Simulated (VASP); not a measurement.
The system is Gd.

```xyz
2
Lattice="3.6290 0.0000 0.0000 -1.8145 3.1428 0.0000 0.0000 0.0000 5.7960" Properties=species:S:1:pos:R:3 pbc="T T T"
Gd    0.0000    2.0952    1.4490
Gd    1.8145    1.0476    4.3470
```

Base run:

| Quantity | Value |
| --- | --- |
| Program | VASP 6.6.1 |
| Functional | PBE |
| Potentials or basis | VASP PAW PBE potentials, release 64 (Gd) |
| Cutoff | 520 eV |
| k mesh | 9 × 9 × 5 |
| Occupations | fermi-dirac, width 0.1 eV |
| Spin | collinear spin, ferromagnetic start |
| Starting moments | [1.325, 1.325] μB |
| Fixed moment | 2.65 μB |
| Hubbard terms | Gd f U = 6.4 eV |

Its results: pressure 7.1 GPa; site moments Gd +3.25 μB.

Question: After a change of settings the same cell gave: pressure 8.4 GPa; site moments Gd +5.90 μB. Which change was it?
A. fixed moment from 2.65 μB to 18.53 μB; moments at the start from [1.32, 1.32] to [9.26, 9.26]
B. fixed moment from 2.65 μB to 13.24 μB; moments at the start from [1.32, 1.32] to [6.62, 6.62]
C. fixed moment from 2.65 μB to 7.94 μB; moments at the start from [1.32, 1.32] to [3.97, 3.97]

Answer: C.

Caveats: the total moment is fixed, so each spin has its own Fermi level.
